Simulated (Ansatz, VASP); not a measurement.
**SrO in VASP and in Ansatz**

Contents of INCAR:

```
ALGO = Normal ; EDIFF = 1E-7
ENCUT = 520 ; GGA = PE
ISIF = 2 ; ISMEAR = 0
LASPH = True ; LCHARG = False
LREAL = False ; LWAVE = False
NBANDS = 15 ; NELM = 100
PREC = Accurate ; SIGMA = 0.01
```

Contents of KPOINTS:

```
k-points
0
Gamma
  8 8 8
```

POSCAR

```
SrO
1.0
    0.0000000000      2.5798927168      2.5798927168
    2.5798927168      0.0000000000      2.5798927168
    2.5798927168      2.5798927168      0.0000000000
Sr O
1 1
Direct
    0.5000000000      0.5000000000      0.5000000000
    0.0000000000      0.0000000000      0.0000000000
```

Input for Ansatz:

```yaml
crystal:
  lattice:
    - [0.0, 2.5798927168, 2.5798927168]
    - [2.5798927168, 0.0, 2.5798927168]
    - [2.5798927168, 2.5798927168, 0.0]
  atoms:
    - { symbol: Sr, position: [0.5, 0.5, 0.5] }
    - { symbol: O, position: [0.0, 0.0, 0.0] }
kpoints:
  mp_grid: { grid: [8, 8, 8] }
  band_path:
    path:
      - [0.0, 0.0, 0.0]
      - [0.5, 0.0, 0.5]
      - [0.625, 0.25, 0.625]
      - [0.375, 0.375, 0.75]
      - [0.5, 0.5, 0.5]
      - [0.5, 0.25, 0.75]
      - [0.0, 0.5, 0.5]
    npoints: 1
hamiltonian:
  xc: pbe
scf:
  occupations: { method: fixed }
  n_extra_bands: 4
output:
  forces: true
  stress: true
  eigenvalues: true
```

Alike in both runs: task single point; functional PBE; k mesh 8 × 8 × 8; no spin polarisation.

|  | VASP | Ansatz |
| --- | --- | --- |
| version | VASP 6.6.1 | Ansatz 0.2.0 |
| potentials or method | VASP PAW PBE potentials, release 64 (Sr_sv, O) | plane waves, PAW |
| plane-wave cutoff (eV) | 520 | 420 |
| occupations | gaussian, width 0.01 eV | fixed |
| valence electrons in the cell | 16 | 16 |

|  | VASP | Ansatz | Ansatz less VASP |
| --- | --- | --- | --- |
| gap on the k mesh at the Fermi level (eV) | 3.27 | 3.32 | +0.047 |
| pressure (GPa) | 2.4 | 1.8 | -0.55 |
